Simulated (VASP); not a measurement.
# Tl (P6/mmm) in VASP: notebook

Runs on Tl. Level: PBE. Tasks: single point.

Program: VASP 6.6.1. These are calculated values, not measurements. Logs are shortened: lines on timing, memory, paths and dates and some standing lists are left out, and cuts for length are marked.

### 1 The cell of the first run

Symmetry: P6/mmm, No. 191, hexagonal system. Conventional cell: a = 3.014 Å, b = 3.014 Å, c = 2.840 Å, α = 90.00°, β = 90.00°, γ = 120.00°. Tl (site symmetry 6/mmm) has 8 Tl at 2.84 to 3.01 Å within 3.7 Å.

This isn't the form of Tl at room conditions, which is hcp.

### 2 Single point, PBE

Contents of INCAR:

```
PREC = Accurate ; ENCUT = 520
EDIFF = 1E-6 ; ISMEAR = -1
SIGMA = 0.05 ; LREAL = F
LASPH = T ; NELM = 100
ALGO = Normal ; ISIF = 2
LWAVE = F ; LCHARG = T
GGA = PE ; LELF = T
LVHAR = T ; NBANDS = 12
```

Contents of KPOINTS:

```
Automatic mesh
0
Gamma
  15 15 13
```

Contents of POSCAR:

```
Tl
1.0
    3.0142814933      0.0000000000      0.0000000000
   -1.5071407467      2.6104443474      0.0000000000
    0.0000000000      0.0000000000      2.8397646426
Tl
1
Direct
    0.0000000000      0.0000000000      0.0000000000
```

Potentials or basis: VASP PAW PBE potentials, release 64 (Tl_d).

On the command line:

```
$ cat potpaw_PBE.64/Tl_d/POTCAR > POTCAR
$ mpirun -np 1 vasp_std > vasp.out
```

OUTCAR:

```text
PREC = Accurate
   ENCUT = 520
   EDIFF = 1E-6
   ISMEAR = -1
   LREAL = F
   LASPH = T
   NELM = 100
   ISIF = 2
   GGA = PE

 ion  position               nearest neighbor table
   1  0.000  0.000  0.000-

  LATTYP: Found a hexagonal cell.
 ALAT       =     3.0142814933
 C/A-ratio  =     0.9421033334

  Lattice vectors:

 A1 = (   3.0142814933,   0.0000000000,   0.0000000000)
 A2 = (  -1.5071407467,   2.6104443474,   0.0000000000)
 A3 = (   0.0000000000,   0.0000000000,   2.8397646426)

Analysis of symmetry for initial positions (statically):
=====================================================================
 Subroutine PRICEL returns:
 Original cell was already a primitive cell.

 Routine SETGRP: Setting up the symmetry group for a
 hexagonal supercell.

 Subroutine GETGRP returns: Found 24 space group operations
 (whereof 24 operations were pure point group operations)
 out of a pool of 24 trial point group operations.

The static configuration has the point symmetry D_6h.

Analysis of symmetry for dynamics (positions and initial velocities):
=====================================================================
 Subroutine PRICEL returns:
 Original cell was already a primitive cell.

 Routine SETGRP: Setting up the symmetry group for a
 hexagonal supercell.

 Subroutine GETGRP returns: Found 24 space group operations
 (whereof 24 operations were pure point group operations)
 out of a pool of 24 trial point group operations.

The dynamic configuration has the point symmetry D_6h.

 Subroutine INISYM returns: Found 24 space group operations
 (whereof 24 operations are pure point group operations),
 and found     1 'primitive' translations

----------------------------------------------------------------------------------------

                                     Primitive cell

  volume of cell :      22.3450

  direct lattice vectors                    reciprocal lattice vectors
     3.014281493  0.000000000  0.000000000     0.331754019  0.191538272  0.000000000
    -1.507140747  2.610444347  0.000000000     0.000000000  0.383076544  0.000000000
     0.000000000  0.000000000  2.839764643     0.000000000  0.000000000  0.352141859

  length of vectors
     3.014281493  3.014281493  2.839764643     0.383076544  0.383076544  0.352141859

  position of ions in fractional coordinates (direct lattice)
[... 82 lines left out ...]
   NFREE  =      0    steps in history (QN), initial steepest desc. (CG)
   ISIF   =      2    stress and relaxation
   ISYM   =      2    0-nonsym 1-usesym 2-fastsym
   POTIM  = 0.5000    time-step for ionic-motion
   TEBEG  =    0.0;   TEEND  =   0.0 temperature during run
   PSTRESS=    0.0 pullay stress
   NELECT =      13.0000    total number of electrons
   NUPDOWN=      -1.0000    fix difference up-down
   EMIN   =  10.00;   EMAX   =-10.00  energy-range for DOS
   EFERMI =   0.00;   METHOD = LEGACY
   ISMEAR =    -1;   SIGMA  =   0.05  broadening in eV -4-tet -1-fermi 0-gaus
   EFERMI_NEDOS =   21; number of points for ismear=-14 and -15
   IALGO  =     38    algorithm
   IMIX   =      4    mixing-type and parameters
     AMIX     =   0.40;   BMIX     =  1.00
     AMIX_MAG =   1.60;   BMIX_MAG =  1.00
  volume/ion in A,a.u.               =      22.35       150.79
  Fermi-wavevector in a.u.,A,eV,Ry     =   1.366666  2.582624 25.412638  1.867776
  Thomas-Fermi vector in A             =   2.492787
   LORBIT       =      0    0 simple, 1 ext, 2 COOP (PROOUT), +10 PAW based schemes
   GGA     = PE    functional components
   LHFCALC =     F    Hartree Fock is set to
   AEXX    =    0.0000 exact exchange contribution
   IVDW    =     0    specifies the selected vdW correction
   LEPSILON=     F    determine dielectric tensor
   LRPA    =     F    only Hartree local field effects (RPA)
 non-spin polarized calculation
  energy-cutoff  :      520.00
  volume of cell :       22.35
 maximum number of plane-waves:       622
 NGX is ok and might be reduce to    24
   NGX = 11   NGY = 11   NGZ = 11

 number of electron      13.0000002 magnetization

 Free energy of the ion-electron system (eV)
  ---------------------------------------------------
  ext. energy  EPLUGINS =         0.00000000
  ---------------------------------------------------
  free energy    TOTEN  =        -1.57004948 eV

  energy without entropy =       -1.56568053  energy(sigma->0) =       -1.56786501

 E-fermi :   9.6029     XC(G=0): -11.4403

 val. band max:        9.5933945211   @ k =   0.2667   0.0667   0.3846
 cond. band min:       9.6088907172   @ k =   0.3333   0.3333   0.2308
 fundamental gap:      0.0154961962
 Fermi energy:         9.6029324905

 k-point     1 :       0.0000    0.0000    0.0000
  band No.  band energies     occupation
      1      -3.7708      2.00000
      2      -2.7289      2.00000
      3      -2.7289      2.00000
      4      -2.5819      2.00000
      5      -1.6337      2.00000
      6      -1.6337      2.00000
      7      17.7808      0.00000
      8      20.9169      0.00000
      9      20.9808      0.00000
     10      20.9808      0.00000
     11      22.9173      0.00000
     12      26.6637      0.00000
[... 331 lines left out ...]
 k-point    24 :       0.4000    0.2000    0.0000
  band No.  band energies     occupation
      1      -3.3715      2.00000
      2      -2.9599      2.00000
      3      -2.1383      2.00000
      4      -1.9946      2.00000
      5      -1.8914      2.00000
      6       4.4569      2.00000
      7       6.5562      2.00000
      8      11.4071      0.00000
      9      23.4791      0.00000
     10      24.4381      0.00000
     11      25.8737      0.00000
     12      26.7190      0.00000

 [... further k-points ...]

------------------------ aborting loop because EDIFF is reached ----------------------------------------

  FORCE on cell =-STRESS in cart. coord.  units (eV):
  Direction    XX          YY          ZZ          XY          YZ          ZX
  --------------------------------------------------------------------------------------
  -------------------------------------------------------------------------------------
  Total        3.6125667      3.6125667      3.6224447     -0.0000000      0.0000000      0.0000000
  in kB      259.0274934    259.0274934    259.7357672     -0.0000000      0.0000000      0.0000000
  external PRESSURE =     259.2635847 kB  Pullay stress =       0.0000000 kB

 VOLUME and BASIS-vectors are now :
 -----------------------------------------------------------------------------
  energy-cutoff  :      520.00
  volume of cell :       22.35
      direct lattice vectors                 reciprocal lattice vectors
     3.014281493  0.000000000  0.000000000     0.331754019  0.191538272  0.000000000
    -1.507140747  2.610444347  0.000000000     0.000000000  0.383076544  0.000000000
     0.000000000  0.000000000  2.839764643     0.000000000  0.000000000  0.352141859

 POSITION                                       TOTAL-FORCE (eV/Angst)
 -----------------------------------------------------------------------------------
      0.00000      0.00000      0.00000         0.000000      0.000000      0.000000
 -----------------------------------------------------------------------------------
    total drift:                                0.000000      0.000000      0.000000

  FREE ENERGIE OF THE ION-ELECTRON SYSTEM (eV)
  ---------------------------------------------------
  free  energy   TOTEN  =        -1.5700494840 eV

  energy  without entropy=       -1.5656805320  energy(sigma->0) =       -1.56786501
```

OSZICAR:

```text
N       E                     dE             d eps       ncg     rms          rms(c)
DAV:   1     0.538358047908E+02    0.53836E+02   -0.69530E+03  4848   0.980E+02
DAV:   2    -0.953702429234E+00   -0.54790E+02   -0.53608E+02  5180   0.224E+02
DAV:   3    -0.162559733891E+01   -0.67189E+00   -0.67126E+00  5452   0.224E+01
DAV:   4    -0.162843849731E+01   -0.28412E-02   -0.28410E-02  5272   0.167E+00
DAV:   5    -0.162846746086E+01   -0.28964E-04   -0.28962E-04  5608   0.162E-01    0.584E+00
DAV:   6    -0.158119923629E+01    0.47268E-01   -0.67064E-02  5040   0.276E+00    0.379E+00
DAV:   7    -0.157091568245E+01    0.10284E-01   -0.32930E-02  5192   0.193E+00    0.880E-01
DAV:   8    -0.157004345946E+01    0.87222E-03   -0.32878E-03  5208   0.570E-01    0.555E-02
DAV:   9    -0.157004653892E+01   -0.30795E-05   -0.25425E-05  5520   0.528E-02    0.158E-02
DAV:  10    -0.157004943710E+01   -0.28982E-05   -0.19459E-06  5352   0.145E-02    0.119E-03
DAV:  11    -0.157004948397E+01   -0.46873E-07   -0.16821E-07  2872   0.378E-03
   1 F= -.15700495E+01 E0= -.15678650E+01  d E =-.436895E-02
```

stdout:

```text
POSCAR found type information on POSCAR Tl
 POSCAR found :  1 types and       1 ions
 scaLAPACK will be used
 LDA part: xc-table for (Slater+PW92), standard interpolation
 POSCAR, INCAR and KPOINTS ok, starting setup
 FFT: planning ... GRIDC
 FFT: planning ... GRID_SOFT
 FFT: planning ... GRID
 WAVECAR not read
 entering main loop
```

Wall time 12 s (1 thread of Intel Xeon 6975P-C (Granite Rapids), shared host); peak memory 0.17 GiB.

Results:

```
Free energy            : -1.5700 eV
Pressure               : 25.9 GPa
Band gap on the k mesh : zero (an odd number of electrons rules out a gap without spin polarisation)
```

Caveat: the cell stands under pressure; spin-orbit coupling is left out, which moves the levels of the heavy elements.

### 3 Single point, PBE

Contents of INCAR:

```
SYSTEM = Tl
ALGO = Normal ; EDIFF = 1E-7
ENCUT = 520 ; GGA = PE
ISIF = 2 ; ISMEAR = -1
LASPH = .True. ; LCHARG = .True.
LELF = .True. ; LREAL = .False.
LVHAR = .True. ; LWAVE = .False.
NBANDS = 12 ; NELM = 80
PREC = Accurate ; SIGMA = 0.05
```

Contents of KPOINTS:

```
k-points
0
Gamma
  15 15 13
  0 0 0
```

Contents of POSCAR:

```
Tl
1.0
    3.0139732500      0.0000000000      0.0000000000
   -1.5069866250      2.6101774008      0.0000000000
    0.0000000000      0.0000000000      2.8404969308
Tl
1
Direct
    0.0000000000      0.0000000000      0.0000000000
```

Potentials or basis: VASP PAW PBE potentials, release 64 (Tl_d).

On the command line:

```
$ cat potpaw_PBE.64/Tl_d/POTCAR > POTCAR
$ mpirun -np 1 vasp_std > vasp.out
```

Run time: 13 s. Hardware: 1 thread of Intel Xeon 6975P-C (Granite Rapids), shared host; peak memory 0.17 GiB.

The run converged. Its results:

```
Free energy            : -1.5702 eV
Pressure               : 25.9 GPa
Band gap on the k mesh : zero (an odd number of electrons rules out a gap without spin polarisation)
```

Levels at points of the mesh, in eV from the Fermi level:
```
           k point  band 3  band 4  band 5  band 6  band 7  band 8  band 9  band 10
(0.00, 0.00, 0.00)  -12.33  -12.18  -11.24  -11.24    8.17   11.32   11.38    11.38
```

Caveat: the cell stands under pressure; spin-orbit coupling is left out, which moves the levels of the heavy elements.
